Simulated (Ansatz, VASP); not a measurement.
## BTe: VASP beside Ansatz

Contents of INCAR:

```
SYSTEM = BTe
PREC = Accurate ; ENCUT = 520
EDIFF = 1E-7 ; ISMEAR = 0
SIGMA = 0.1 ; LREAL = .FALSE.
LASPH = .TRUE. ; NELM = 80
ALGO = Normal ; ISIF = 2
LWAVE = .FALSE. ; LCHARG = .FALSE.
GGA = PE ; NBANDS = 12
```

KPOINTS

```
regular mesh
0
G
  6 6 6
  0 0 0
```

Contents of POSCAR:

```
BTe
1.0
    0.0000000000      2.5771051100      2.5771051100
    2.5771051100      0.0000000000      2.5771051100
    2.5771051100      2.5771051100      0.0000000000
B Te
1 1
Direct
    0.0000000000      0.0000000000      0.0000000000
    0.5000000000      0.5000000000      0.5000000000
```

Input for Ansatz:

```yaml
crystal:
  lattice:
    - [0.0, 2.57710511, 2.57710511]
    - [2.57710511, 0.0, 2.57710511]
    - [2.57710511, 2.57710511, 0.0]
  atoms:
    - { symbol: B, position: [0.0, 0.0, 0.0] }
    - { symbol: Te, position: [0.5, 0.5, 0.5] }
basis:
  ecutwfc: 420
kpoints:
  mp_grid: { grid: [6, 6, 6] }
hamiltonian:
  xc: pbe
scf:
  occupations: { method: gaussian, width: 0.1 }
  lower_state_search: "off"
output:
  forces: true
  stress: true
  eigenvalues: true
```

Change from the starting cell: species swapped into the NbN type (Fm-3m, No. 225).

Alike in both runs: task single point; functional PBE; k mesh 6 × 6 × 6; occupations gaussian, width 0.1 eV; no spin polarisation.

|  | VASP | Ansatz |
| --- | --- | --- |
| version | VASP 6.6.1 | Ansatz 0.2.0 |
| potentials or method | VASP PAW PBE potentials, release 64 (B, Te), cutoff 520 eV | scalar-relativistic, plane waves, PAW |
| valence electrons in the cell | 9 | 19 |

```tsv
	VASP	Ansatz	Ansatz less VASP
gap on the k mesh at the Fermi level (eV)	none	none	-
pressure (GPa)	-3.5	-3.5	+0.06
```

A gap of «none» marks a metal or a gap that the smearing closes. With one functional, cell and mesh, what is left measures potentials, basis and numerics. VASP's potentials hold 9 valence electrons a cell and Ansatz's 19, so a difference there can come from the potentials and not from the codes.

Spin-orbit coupling is off throughout.
